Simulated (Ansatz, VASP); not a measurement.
# One calculation of Mo, two programs

POSCAR

```
Mo
1.0
   -1.5764210372      1.5764210372      1.5764210372
    1.5764210372     -1.5764210372      1.5764210372
    1.5764210372      1.5764210372     -1.5764210372
Mo
1
Direct
    0.0000000000      0.0000000000      0.0000000000
```

INCAR.step1

```
SYSTEM = Mo
ALGO     = Normal         ! electronic algorithm
EDIFF    = 1E-4           ! SCF threshold, eV
ENCUT    = 520            ! plane-wave cutoff, eV
GGA      = PE             ! functional
ISMEAR   = -1             ! smearing method
LASPH    = .True.         ! aspherical terms in the spheres
LCHARG   = .False.        ! write CHGCAR
LREAL    = .False.        ! projectors in reciprocal space
LWAVE    = .True.         ! write WAVECAR
NBANDS   = 13             ! bands
NELM     = 60             ! most SCF steps
PREC     = Accurate       ! precision mode
SIGMA    = 0.1            ! smearing width, eV
```

The input INCAR.step2:

```
SYSTEM = Mo
ALGO     = Normal         ! electronic algorithm
EDIFF    = 1E-6           ! SCF threshold, eV
ENCUT    = 520            ! plane-wave cutoff, eV
ISIF     = 2              ! what is computed and relaxed
ISMEAR   = -1             ! smearing method
ISTART   = 1            
LASPH    = .True.         ! aspherical terms in the spheres
LCHARG   = .False.        ! write CHGCAR
LMIXTAU  = .True.       
LREAL    = .False.        ! projectors in reciprocal space
LWAVE    = .False.        ! write WAVECAR
METAGGA  = R2SCAN         ! meta-GGA
NBANDS   = 13             ! bands
NELM     = 60             ! most SCF steps
PREC     = Accurate       ! precision mode
SIGMA    = 0.1            ! smearing width, eV
```

Contents of KPOINTS:

```
k-points
0
Gamma
  15 15 15
  0 0 0
```

Input for Ansatz:

```yaml
crystal:
  lattice:
    - [-1.5764210372, 1.5764210372, 1.5764210372]
    - [1.5764210372, -1.5764210372, 1.5764210372]
    - [1.5764210372, 1.5764210372, -1.5764210372]
  atoms:
    - { symbol: Mo, position: [0.0, 0.0, 0.0] }
hamiltonian:
  xc: r2scan
  pseudopotentials:
    kind: paw
    azcp:
      Mo: "pseudopotentials/Mo.paw.azcp"
basis:
  ecutwfc: 500
  fft_grid_basis: typed
kpoints:
  mp_grid: { grid: [15, 15, 15], shift: [0, 0, 0] }
magnetization:
  spin_polarized: false
scf:
  occupations: { method: fermi_dirac, width: 0.1 }
  lower_state_search: "off"
output:
  stress: true
```

Alike in both runs: task single point; functional r2SCAN; k mesh 15 × 15 × 15; occupations fermi-dirac, width 0.1 eV; no spin polarisation.

|  | VASP | Ansatz |
| --- | --- | --- |
| version | VASP 6.6.1 | Ansatz 0.2.0 |
| potentials or method | VASP PAW PBE potentials, release 64 (Mo_sv), cutoff 520 eV | plane waves (500 eV) with PAW, scalar-relativistic |
| valence electrons in the cell | 14 | 14 |

VASP gave:

- pressure (GPa): 0.7

Problem. What did Ansatz give for the same quantities?

Solution. Pressure (GPa): -0.4.

VASP's potentials were made for PBE, not for r2SCAN.
